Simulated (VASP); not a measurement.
Au: relaxation of the atoms with PBEsol

System: Au, a slab with vacuum.

```
Au
1.0
     2.86519    0.00000    0.00000
    -1.43260    2.48133    0.00000
     0.00000    0.00000   26.58116
Au
5
Direct
  0.33333 0.66667 0.31978
  0.66667 0.33333 0.40989
  0.33333 0.66667 0.50000
  0.66667 0.33333 0.59011
  0.33333 0.66667 0.68022
```

* Program: VASP 6.6.1
* Task: relaxation of the atoms
* Functional: PBEsol
* Potentials or basis: VASP PAW PBE potentials, release 64 (Au)
* Cutoff: 520 eV
* k mesh: 12 × 12 × 1
* Occupations: gaussian, width 0.1 eV
* Spin: no spin polarisation
* Dipole correction: yes
* Atoms held fixed (from 0): [0, 1]
* Further INCAR settings: ALGO = Normal; EDIFF = 1e-06; IBRION = 2; EDIFFG = -0.03; NSW = 90

```json
{
  "Energy gained by relaxing": "0.4 meV/atom",
  "Ionic steps": "6",
  "Band gap on the k mesh": "zero (an odd number of electrons rules out a gap without spin polarisation)"
}
```

The path:
```
step  energy change (eV)  largest force on free atoms (eV/Å)  pressure (GPa)
   1              0.0000                              0.1446           -1.55
   2             -0.0013                              0.0756           -1.59
   3             -0.0019                              0.0603           -1.62
   4             -0.0019                              0.0647           -1.62
   5             -0.0021                              0.0337           -1.64
   6             -0.0022                              0.0077           -1.65
```

Final structure:
```cif
data_structure
_symmetry_space_group_name_H-M 'P 1'
_symmetry_Int_Tables_number 1
_cell_length_a 2.8652
_cell_length_b 2.8652
_cell_length_c 26.5812
_cell_angle_alpha 90.000
_cell_angle_beta 90.000
_cell_angle_gamma 120.000
_cell_volume 188.98
loop_
_atom_site_label
_atom_site_type_symbol
_atom_site_fract_x
_atom_site_fract_y
_atom_site_fract_z
_atom_site_occupancy
Au1 Au 0.33333 0.66667 0.31978 1
Au2 Au 0.66667 0.33333 0.40989 1
Au3 Au 0.33333 0.66667 0.49968 1
Au4 Au 0.66667 0.33333 0.58955 1
Au5 Au 0.33333 0.66667 0.68092 1
```

Levels at points of the mesh, in eV from the Fermi level:
| k point | band 24 | band 25 | band 26 | band 27 | band 28 | band 29 | band 30 | band 31 | band 32 | band 33 |
| --- | --- | --- | --- | --- | --- | --- | --- | --- | --- | --- |
| (0.00, 0.00, 0.00) | -2.41 | -2.41 | -2.12 | -2.12 | -2.07 | -2.07 | -1.02 | -0.11 | 4.34 | 5.20 |
| (0.50, 0.00, 0.00) | -1.42 | -1.39 | 0.23 | 0.24 | 0.85 | 1.41 | 1.58 | 3.86 | 4.08 | 4.50 |

It took 13 min on 1 thread of Intel(R) Xeon(R) Platinum 8259CL CPU @ 2.50GHz (Skylake/Cascade Lake), on a shared host, peak memory 0.37 GiB.

Caveat: the PAW data sets were made with another functional, which shifts forces and pressure a little; spin-orbit coupling is left out, which moves the levels of the heavy elements.
